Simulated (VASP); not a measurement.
# Tl (P6_3/mmc) in VASP: further runs

The runs below take Tl through single point, with LDA.

Program: VASP 6.6.1. These are calculated values, not measurements. Logs are shortened: lines on timing, memory, paths and dates and some standing lists are left out, and cuts for length are marked.

### 1 The cell of the first run

Symmetry: P6_3/mmc, No. 194, hexagonal system. The conventional cell has a = 3.401 Å, b = 3.401 Å, c = 5.443 Å, α = 90.00°, β = 90.00°, γ = 120.00°. Tl (site symmetry -6m2) has 12 Tl at 3.36 to 3.40 Å within 4.4 Å.

### 2 Single point, LDA

INCAR

```
SYSTEM = Tl
ALGO = Normal
EDIFF = 1E-6
ENCUT = 520
ISIF = 2
ISMEAR = -1
LASPH = .True.
LCHARG = .True.
LELF = .True.
LREAL = .False.
LVHAR = .True.
LWAVE = .False.
NBANDS = 20
NELM = 60
PREC = Accurate
SIGMA = 0.1
```

KPOINTS

```
k-points
0
Gamma
  11 11 6
  0 0 0
```

POSCAR

```
Tl
1.0
    3.4014029942      0.0000000000      0.0000000000
   -1.7007014971      2.9457014015      0.0000000000
    0.0000000000      0.0000000000      5.4430040906
Tl
2
Direct
    0.3333333333      0.6666666667      0.2500000000
    0.6666666667      0.3333333333      0.7500000000
```

Potentials or basis: VASP PAW LDA potentials, release 64 (Tl_d).

On the command line:

```console
$ cat potpaw_LDA.64/Tl_d/POTCAR > POTCAR
$ mpirun -np 1 vasp_std > vasp.out
```

OUTCAR:

```text
SYSTEM = Tl
   EDIFF = 1E-6
   ENCUT = 520
   ISIF = 2
   ISMEAR = -1
   LASPH = .True.
   LREAL = .False.
   NELM = 60
   PREC = Accurate

 ion  position               nearest neighbor table
   1  0.333  0.667  0.250-   2 3.36   2 3.36   2 3.36   2 3.36   2 3.36   2 3.36
   2  0.667  0.333  0.750-   1 3.36   1 3.36   1 3.36   1 3.36   1 3.36   1 3.36

  LATTYP: Found a hexagonal cell.
 ALAT       =     3.4014029942
 C/A-ratio  =     1.6002232314

  Lattice vectors:

 A1 = (   3.4014029942,   0.0000000000,   0.0000000000)
 A2 = (  -1.7007014971,   2.9457014015,   0.0000000000)
 A3 = (   0.0000000000,   0.0000000000,   5.4430040906)

Analysis of symmetry for initial positions (statically):
=====================================================================
 Subroutine PRICEL returns:
 Original cell was already a primitive cell.

 Routine SETGRP: Setting up the symmetry group for a
 hexagonal supercell.

 Subroutine GETGRP returns: Found 24 space group operations
 (whereof 12 operations were pure point group operations)
 out of a pool of 24 trial point group operations.

The static configuration has the point symmetry D_3d.
 The point group associated with its full space group is D_6h.

Analysis of symmetry for dynamics (positions and initial velocities):
=====================================================================
 Subroutine PRICEL returns:
 Original cell was already a primitive cell.

 Routine SETGRP: Setting up the symmetry group for a
 hexagonal supercell.

 Subroutine GETGRP returns: Found 24 space group operations
 (whereof 12 operations were pure point group operations)
 out of a pool of 24 trial point group operations.

The dynamic configuration has the point symmetry D_3d.
 The point group associated with its full space group is D_6h.

 Subroutine INISYM returns: Found 24 space group operations
 (whereof 12 operations are pure point group operations),
 and found     1 'primitive' translations

----------------------------------------------------------------------------------------

                                     Primitive cell

  volume of cell :      54.5363

  direct lattice vectors                    reciprocal lattice vectors
     3.401402994  0.000000000  0.000000000     0.293996331  0.169738861  0.000000000
    -1.700701497  2.945701402  0.000000000     0.000000000  0.339477721  0.000000000
     0.000000000  0.000000000  5.443004091     0.000000000  0.000000000  0.183722074

  length of vectors
     3.401402994  3.401402994  5.443004091     0.339477722  0.339477721  0.183722074

  position of ions in fractional coordinates (direct lattice)
     0.333333333  0.666666667  0.250000000
     0.666666667  0.333333333  0.750000000

  ion indices of the primitive-cell ions
   primitive index   ion index
                 1           1
                 2           2

----------------------------------------------------------------------------------------

 KPOINTS: k-points

Automatic generation of k-mesh.
 Grid dimensions read from file:
 generate k-points for:   11   11    6

 Generating k-lattice:

  Cartesian coordinates                     Fractional coordinates (reciprocal lattice)
     0.026726939  0.015430806  0.000000000     0.090909091  0.000000000  0.000000000
     0.000000000  0.030861611  0.000000000     0.000000000  0.090909091  0.000000000
     0.000000000  0.000000000  0.030620346     0.000000000  0.000000000  0.166666667

  Length of vectors
     0.030861611  0.030861611  0.030620346

  Shift w.r.t. Gamma in fractional coordinates (k-lattice)
     0.000000000  0.000000000  0.000000000

 Subroutine IBZKPT returns following result:
 ===========================================

 Found     64 irreducible k-points:

 Following reciprocal coordinates:
            Coordinates               Weight
  0.000000  0.000000  0.000000      1.000000
  0.090909  0.000000  0.000000      6.000000
  0.181818 -0.000000  0.000000      6.000000
  0.272727  0.000000  0.000000      6.000000
  0.363636  0.000000  0.000000      6.000000
  0.454545  0.000000  0.000000      6.000000
[... 16 lines left out ...]
  0.090909  0.090909  0.166667     12.000000
  0.181818  0.090909  0.166667     24.000000
 [... further k-points ...]
   k-points           NKPTS =     64   k-points in BZ     NKDIM =     64   number of bands    NBANDS=     20
   number of dos      NEDOS =    301   number of ions     NIONS =      2
   total plane-waves  NPLWV =  31360
   dimension x,y,z NGX =    28 NGY =   28 NGZ =   40
   dimension x,y,z NGXF=    56 NGYF=   56 NGZF=   80
   ions per type =               2
   NGX,Y,Z   is equivalent  to a cutoff of  13.69, 13.69, 12.22 a.u.
   NGXF,Y,Z  is equivalent  to a cutoff of  27.37, 27.37, 24.43 a.u.
 SYSTEM =  Tl
   PREC   = accura    normal or accurate (medium, high low for compatibility)
   ISTART =      0    job   : 0-new  1-cont  2-samecut
   ICHARG =      2    charge: 1-file 2-atom 10-const
   ISPIN  =      1    spin polarized calculation?
   LNONCOLLINEAR =      F non collinear calculations
   LSORBIT =      F    spin-orbit coupling
   LASPH  =      T    aspherical Exc in radial PAW
   ENCUT  =  520.0 eV  38.22 Ry    6.18 a.u.   6.32  6.32 10.12*2*pi/ulx,y,z
   NELM   =     60;   NELMIN=  2; NELMDL= -5     # of ELM steps
   EDIFF  = 0.1E-05   stopping-criterion for ELM
   LREAL  =      F    real-space projection
   EDIFFG = 0.1E-04   stopping-criterion for IOM
   NSW    =      0    number of steps for IOM
   IBRION =     -1    ionic relax: 0-MD 1-quasi-New 2-CG
   NFREE  =      0    steps in history (QN), initial steepest desc. (CG)
   ISIF   =      2    stress and relaxation
   ISYM   =      2    0-nonsym 1-usesym 2-fastsym
   POTIM  = 0.5000    time-step for ionic-motion
   TEBEG  =    0.0;   TEEND  =   0.0 temperature during run
   PSTRESS=    0.0 pullay stress
   NELECT =      26.0000    total number of electrons
   NUPDOWN=      -1.0000    fix difference up-down
   EMIN   =  10.00;   EMAX   =-10.00  energy-range for DOS
   EFERMI =   0.00;   METHOD = LEGACY
   ISMEAR =    -1;   SIGMA  =   0.10  broadening in eV -4-tet -1-fermi 0-gaus
   EFERMI_NEDOS =   21; number of points for ismear=-14 and -15
   IALGO  =     38    algorithm
   IMIX   =      4    mixing-type and parameters
     AMIX     =   0.40;   BMIX     =  1.00
     AMIX_MAG =   1.60;   BMIX_MAG =  1.00
  volume/ion in A,a.u.               =      27.27       184.01
  Fermi-wavevector in a.u.,A,eV,Ry     =   1.278903  2.416775 22.253577  1.635592
  Thomas-Fermi vector in A             =   2.411419
   LORBIT       =      0    0 simple, 1 ext, 2 COOP (PROOUT), +10 PAW based schemes
   GGA     = CA    functional components
   LHFCALC =     F    Hartree Fock is set to
   AEXX    =    0.0000 exact exchange contribution
   IVDW    =     0    specifies the selected vdW correction
   LEPSILON=     F    determine dielectric tensor
   LRPA    =     F    only Hartree local field effects (RPA)
 non-spin polarized calculation
  energy-cutoff  :      520.00
  volume of cell :       54.54
 maximum number of plane-waves:      1496
 NGX is ok and might be reduce to    28
   NGX = 13   NGY = 13   NGZ = 21

 number of electron      25.9999999 magnetization

 Free energy of the ion-electron system (eV)
  ---------------------------------------------------
  ext. energy  EPLUGINS =         0.00000000
  ---------------------------------------------------
  free energy    TOTEN  =        -5.88989234 eV

  energy without entropy =       -5.86130296  energy(sigma->0) =       -5.87559765

 E-fermi :   6.7666     XC(G=0): -10.7418

 val. band max:        6.7329633664   @ k =   0.3636   0.0000   0.0000
 cond. band min:       6.7957371128   @ k =   0.3636   0.2727   0.3333
 fundamental gap:      0.0627737464
 Fermi energy:         6.7665552469

 k-point     1 :       0.0000    0.0000    0.0000
  band No.  band energies     occupation
      1      -5.0729      2.00000
      2      -4.7905      2.00000
      3      -4.7684      2.00000
      4      -4.7684      2.00000
      5      -4.7065      2.00000
      6      -4.7065      2.00000
[... 12 lines left out ...]
     19      17.9532      0.00000
     20      18.0457      0.00000

 k-point     2 :       0.0909    0.0000    0.0000
  band No.  band energies     occupation
      1      -5.0401      2.00000
      2      -4.8288      2.00000
      3      -4.7282      2.00000
      4      -4.7245      2.00000
      5      -4.7080      2.00000
      6      -4.6692      2.00000
[... 12 lines left out ...]
     19      17.9915      0.00000
     20      18.6308      0.00000

 k-point     3 :       0.1818   -0.0000    0.0000
  band No.  band energies     occupation
      1      -5.0127      2.00000
      2      -4.8390      2.00000
      3      -4.7355      2.00000
      4      -4.7271      2.00000
      5      -4.6958      2.00000
      6      -4.6280      2.00000
[... 12 lines left out ...]
     19      17.4871      0.00000
     20      18.7664      0.00000

 k-point     4 :       0.2727    0.0000    0.0000
  band No.  band energies     occupation
      1      -5.0726      2.00000
      2      -4.8501      2.00000
      3      -4.8365      2.00000
      4      -4.7504      2.00000
      5      -4.6890      2.00000
      6      -4.5074      2.00000
[... 12 lines left out ...]
     19      16.6044      0.00000
     20      17.8039      0.00000

 k-point     5 :       0.3636    0.0000    0.0000
  band No.  band energies     occupation
      1      -5.1445      2.00000
      2      -4.9458      2.00000
      3      -4.9035      2.00000
      4      -4.7966      2.00000
      5      -4.6110      2.00000
      6      -4.5412      2.00000
[... 12 lines left out ...]
     19      15.7880      0.00000
     20      17.1375      0.00000
[... 353 lines left out ...]
      6      -4.5525      2.00000
[... 12 lines left out ...]
     19      15.5986      0.00000
     20      16.7531      0.00000

 k-point    22 :       0.4545    0.0000    0.1667
  band No.  band energies     occupation
      1      -5.1640      2.00000
      2      -5.0768      2.00000
      3      -4.8984      2.00000
      4      -4.7851      2.00000
      5      -4.6949      2.00000
      6      -4.5103      2.00000
[... 12 lines left out ...]
     19      15.4085      0.00000
     20      16.4744      0.00000

 k-point    23 :       0.0909    0.0909    0.1667
  band No.  band energies     occupation
      1      -4.9780      2.00000
      2      -4.8553      2.00000
      3      -4.7758      2.00000
      4      -4.7309      2.00000
      5      -4.7109      2.00000
      6      -4.6486      2.00000
[... 12 lines left out ...]
     19      17.2927      0.00000
     20      18.1725      0.00000

 k-point    24 :       0.1818    0.0909    0.1667
  band No.  band energies     occupation
      1      -4.9864      2.00000
      2      -4.8706      2.00000
      3      -4.8101      2.00000
      4      -4.7352      2.00000
      5      -4.7151      2.00000
      6      -4.5667      2.00000
[... 12 lines left out ...]
     19      17.1972      0.00000
     20      18.0573      0.00000

 [... further k-points ...]
[... 5 lines left out ...]
  --------------------------------------------------------------------------------------
  -------------------------------------------------------------------------------------
  Total        0.0275653      0.0275653      0.0465582      0.0000000      0.0000000     -0.0000000
  in kB        0.8098174      0.8098174      1.3677954      0.0000000      0.0000000     -0.0000000
  external PRESSURE =       0.9958101 kB  Pullay stress =       0.0000000 kB

 VOLUME and BASIS-vectors are now :
 -----------------------------------------------------------------------------
  energy-cutoff  :      520.00
  volume of cell :       54.54
      direct lattice vectors                 reciprocal lattice vectors
     3.401402994  0.000000000  0.000000000     0.293996331  0.169738861  0.000000000
    -1.700701497  2.945701402  0.000000000     0.000000000  0.339477721  0.000000000
     0.000000000  0.000000000  5.443004091     0.000000000  0.000000000  0.183722074

 POSITION                                       TOTAL-FORCE (eV/Angst)
 -----------------------------------------------------------------------------------
     -0.00000      1.96380      1.36075         0.000000     -0.000000      0.000000
      1.70070      0.98190      4.08225        -0.000000      0.000000      0.000000
 -----------------------------------------------------------------------------------
    total drift:                               -0.000000      0.000000     -0.000000

  FREE ENERGIE OF THE ION-ELECTRON SYSTEM (eV)
  ---------------------------------------------------
  free  energy   TOTEN  =        -5.8898923364 eV

  energy  without entropy=       -5.8613029594  energy(sigma->0) =       -5.87559765
```

Wall time 33 s (1 thread of Intel Xeon Platinum 8375C at 2.90GHz (Ice Lake), shared host); peak memory 0.19 GiB.

What came out:

- Free energy: -5.8899 eV
- Pressure: 0.1 GPa
- Band gap on the k mesh: zero (band 13 reaches 10.48 eV, above the bottom of band 14 at 4.51 eV)

Caveat: spin-orbit coupling is left out, which moves the levels of the heavy elements.

### 3 Single point, LDA

INCAR

```
  ALGO = Normal
  EDIFF = 1E-6
  ENCUT = 520
  GGA = CA
  ISIF = 2
  ISMEAR = 1
  LASPH = True
  LCHARG = True
  LELF = True
  LREAL = False
  LVHAR = True
  LWAVE = False
  NBANDS = 20
  NELM = 60
  PREC = Accurate
  SIGMA = 0.2
```

KPOINTS

```
k-points
0
Gamma
  11 11 6
```

POSCAR

```
Tl
1.0
    3.4014029632      0.0000000000      0.0000000000
   -1.7007014816      2.9457013746      0.0000000000
    0.0000000000      0.0000000000      5.4430041633
Tl
2
Direct
    0.3333333333      0.6666666667      0.2500000000
    0.6666666667      0.3333333333      0.7500000000
```

Potentials or basis: VASP PAW LDA potentials, release 64 (Tl_d).

On the command line:

```console
$ cat potpaw_LDA.64/Tl_d/POTCAR > POTCAR
$ mpirun -np 1 vasp_std > vasp.out
```

Wall time 42 s (1 thread of AMD EPYC 9R45 (Zen 5), shared host); peak memory 0.16 GiB.

It converged, with:

| Property | Result |
| --- | --- |
| Free energy | -5.8750 eV |
| Pressure | 0.1 GPa |
| Band gap on the k mesh | zero (band 13 reaches 10.48 eV, above the bottom of band 14 at 4.51 eV) |

Stress tensor (GPa, compression positive):
```
-0.05  0.00  0.00
 0.00 -0.05  0.00
 0.00  0.00  0.26
```

Levels at points of the mesh, in eV from the Fermi level:
```
           k point  band 10  band 11  band 12  band 13  band 14  band 15  band 16  band 17
(0.00, 0.00, 0.00)   -11.01   -10.36    -5.07    -3.01     8.29     8.29    10.49    10.49
(0.00, 0.00, 0.50)   -11.13    -8.84    -8.84     3.54     3.54     9.31     9.31     9.31
```

Caveat: spin-orbit coupling is left out, which moves the levels of the heavy elements.

### 4 Single point, LDA

INCAR

```
SYSTEM = Tl
ALGO = Normal ; EDIFF = 1E-6
ENCUT = 520 ; GGA = CA
ISIF = 2 ; ISMEAR = 1
LASPH = .TRUE. ; LCHARG = .FALSE.
LREAL = .FALSE. ; LWAVE = .FALSE.
NBANDS = 20 ; NELM = 80
PREC = Accurate ; SIGMA = 0.3
```

KPOINTS

```
k-points
0
G
  11 11 6
  0 0 0
```

POSCAR is that of step 3.

On the command line:

```console
$ cat potpaw_LDA.64/Tl_d/POTCAR > POTCAR
$ mpirun -np 1 vasp_std > vasp.out
```

Run time: 42 s. Hardware: 1 thread of AMD EPYC 9R45 (Zen 5), shared host; peak memory 0.16 GiB.

The run converged. Its results:

- Free energy: -5.8764 eV
- Pressure: 0.1 GPa
- Band gap on the k mesh: zero (band 13 reaches 10.48 eV, above the bottom of band 14 at 4.51 eV)

Stress tensor (GPa, compression positive):
```
0.03 0.00 0.00
0.00 0.03 0.00
0.00 0.00 0.13
```

Levels at points of the mesh, in eV from the Fermi level:
```
           k point  band 11  band 12  band 13  band 14  band 15  band 16
(0.00, 0.00, 0.00)   -10.35    -5.06    -3.01     8.29     8.29    10.49
(0.00, 0.00, 0.50)    -8.84    -8.84     3.54     3.54     9.31     9.31
```

Caveat: spin-orbit coupling is left out, which moves the levels of the heavy elements.

### 5 The runs side by side

```tsv
smearing	gap on the mesh (eV)	pressure (GPa)
fermi-dirac 0.1 eV	none	0.1
methfessel-paxton 0.2 eV	none	0.1
methfessel-paxton 0.3 eV	none	0.1
```

Alike in all rows: task single point; level LDA; potentials or basis VASP PAW LDA potentials, release 64 (Tl_d); no spin polarisation; cell a = 3.401, b = 3.401, c = 5.443 Å, angles 90.0, 90.0, 120.0°, 2 atoms; k mesh 11 × 11 × 6; cutoff (eV) 520.

Every run on the cell as given and a fine mesh finds a metal.

Caveats: spin-orbit coupling is left out, which moves the levels of the heavy elements.

Absolute energies hang on the potentials; compare differences alone.
